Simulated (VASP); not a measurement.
Set up this calculation in VASP 6.6.1, as the native input.

| Quantity | Value |
| --- | --- |
| Task | single point |
| Functional | PBEsol |
| Potentials or basis | VASP PAW PBE potentials, release 64 (Mo_sv, S) |
| Cutoff | 520 eV |
| k mesh | 6 × 6 × 2 |
| Occupations | gaussian, width 0.1 eV |
| Spin | no spin polarisation |
| Dipole correction | no |
| Further INCAR settings | ALGO = Normal; EDIFF = 1e-06; NBANDS = 35 |

The structure of MoS2 lies in POSCAR:

```
MoS2
1.0
    3.1406367549      0.0000000000      0.0000000000
   -1.5703183775      2.7198712138      0.0000000000
    0.0000000000      0.0000000000     12.5226636386
Mo S
2 4
Direct
    0.3333333333      0.6666666667      0.2500000000
    0.6666666667      0.3333333333      0.7500000000
    0.3333333333      0.6666666667      0.6254538984
    0.6666666667      0.3333333333      0.1254538984
    0.3333333333      0.6666666667      0.8745461016
    0.6666666667      0.3333333333      0.3745461016
```

The input as run:

INCAR

```
  PREC = Accurate
  ENCUT = 520
  EDIFF = 1E-6
  ISMEAR = 0
  SIGMA = 0.1
  LREAL = False
  LASPH = True
  NELM = 100
  ALGO = Normal
  ISIF = 2
  LWAVE = False
  LCHARG = False
  GGA = PS
  NBANDS = 35
```

KPOINTS

```
regular mesh
0
Gamma
  6 6 2
```

Potentials or basis: VASP PAW PBE potentials, release 64 (Mo_sv, S).

Launch:

```sh
$ cat potpaw_PBE.64/Mo_sv/POTCAR potpaw_PBE.64/S/POTCAR > POTCAR
$ mpirun -np 1 vasp_std > vasp.out
```

Results of the run:

```yaml
Pressure: 0.0 GPa
Largest_force: 0.005 eV/Å
Band_gap_on_the_k_mesh: 0.97 eV, indirect (least direct gap 1.74 eV)
```

Caveat: the PAW data sets were made with another functional, which shifts forces and pressure a little; this functional lacks dispersion, which binds the layers, so the pressure and a relaxed spacing across them are unreliable.

Wall time 39 s on 1 thread of Intel(R) Xeon(R) Platinum 8259CL CPU @ 2.50GHz (Skylake/Cascade Lake) (shared host), peak memory 0.23 GiB.
